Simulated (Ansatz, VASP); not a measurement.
# HfB2 in VASP and in Ansatz

```
CELL_PARAMETERS angstrom
3.14000 0.00000 0.00000
-1.57000 2.71932 0.00000
0.00000 0.00000 3.37560
ATOMIC_POSITIONS crystal
Hf 0.00000 0.00000 0.00000
B 0.33333 0.66667 0.50000
B 0.66667 0.33333 0.50000
```

Change from the starting cell: zz strain of -3 %, crystal datasets.

Alike in both runs: task electric field gradients; functional PBEsol; k mesh 13 × 13 × 11; occupations fermi-dirac, width 0.05 eV; no spin polarisation.

|  | VASP | Ansatz |
| --- | --- | --- |
| version | VASP 6.6.1 | Ansatz 0.2.0 |
| potentials or method | VASP PAW PBE potentials, release 64 (Hf_pv, B), cutoff 520 eV | all-electron PAW with datasets made for the crystal, scalar-relativistic |

```csv
,VASP,Ansatz,Ansatz less VASP
pressure (GPa),3.1,3.1,0.00
"traceless stress, the component that is largest in VASP (GPa)",6.20,5.98,-0.224
size of Vzz on the site where it differs most (V/Å²),70.0,99.3,+29.32
```

VASP's potentials were made for PBE, not for PBEsol. Ansatz ran all-electron here, and VASP with PAW potentials.

Spin-orbit coupling is off throughout.
